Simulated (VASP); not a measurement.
Input of a VASP 6.6.1 run:

INCAR

```
  PREC = Accurate
  ENCUT = 600
  EDIFF = 1E-6
  ISMEAR = -1
  SIGMA = 0.05
  LREAL = F
  LASPH = T
  NELM = 60
  ALGO = Normal
  ISIF = 3
  LWAVE = F
  LCHARG = F
  GGA = PE
  IBRION = 2
  NSW = 32
  EDIFFG = -0.005
  PSTRESS = 170.0
```

File KPOINTS:

```
regular mesh
0
Gamma
  13 13 13
```

File POSCAR:

```
Te
1.0
    2.9872011998      0.0000000000      0.0000000000
    0.0000000000      2.9872011998      0.0000000000
    0.0000000000      0.0000000000      2.9872011998
Te
1
Direct
    0.0000000000      0.0000000000      0.0000000000
```

Potentials or basis: VASP PAW PBE potentials, release 64 (Te).

Command:

```console
$ cat potpaw_PBE.64/Te/POTCAR > POTCAR
$ mpirun -np 1 vasp_std > vasp.out
```

Question: Predict the space group after relaxing (to 0.1 Å).

Answer: Pm-3m (No. 221).

Question: What does it give for the relaxed volume?

Answer: 26.67 Å³/atom.

Question: What does it give for the band gap on the k mesh?

Answer: Zero (bands 3 and 4 overlap by 6.91 eV).

Question: Predict the relaxed cell.

Answer: a = 2.988 Å, b = 2.988 Å, c = 2.988 Å, α = 90.00°, β = 90.00°, γ = 90.00°.

Final structure:
```cif
data_structure
_symmetry_space_group_name_H-M 'P 1'
_symmetry_Int_Tables_number 1
_cell_length_a 2.9876
_cell_length_b 2.9876
_cell_length_c 2.9876
_cell_angle_alpha 90.000
_cell_angle_beta 90.000
_cell_angle_gamma 90.000
_cell_volume 26.67
loop_
_atom_site_label
_atom_site_type_symbol
_atom_site_fract_x
_atom_site_fract_y
_atom_site_fract_z
_atom_site_occupancy
Te1 Te 0.00000 0.00000 0.00000 1
```

Caveat: the cell is relaxed towards a set pressure, so the run minimises the enthalpy, not the energy; spin-orbit coupling is left out, which moves the levels of the heavy elements.
